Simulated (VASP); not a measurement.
Input of a VASP 6.6.1 run:

Contents of INCAR:

```
ALGO = Normal ; EDIFF = 1E-7
ENCUT = 520 ; GGA = PS
ISIF = 2 ; ISMEAR = -1
IVDW = 13 ; LASPH = T
LCHARG = F ; LREAL = F
LWAVE = F ; NBANDS = 14
NELM = 60 ; PREC = Accurate
SIGMA = 0.05
```

File KPOINTS:

```
k-points
0
Gamma
  10 10 10
```

Contents of POSCAR:

```
HfB
1.0
    0.0000000000      2.3844258431      2.3844258431
    2.3844258431      0.0000000000      2.3844258431
    2.3844258431      2.3844258431      0.0000000000
Hf B
1 1
Direct
    0.5000000000      0.5000000000      0.5000000000
    0.0000000000      0.0000000000      0.0000000000
```

Potentials or basis: VASP PAW PBE potentials, release 64 (Hf_pv, B).

Command:

```sh
$ cat potpaw_PBE.64/Hf_pv/POTCAR potpaw_PBE.64/B/POTCAR > POTCAR
$ mpirun -np 1 vasp_std > vasp.out
```

(1) What does it give for the pressure?

(2) What does it give for the dispersion energy per atom?

## Answers

(1) 0.4 GPa.

(2) -0.163 eV.

Caveat: the PAW data sets were made with another functional, which shifts forces and pressure a little; pairwise dispersion overbinds metals, which lowers pressure and volume.
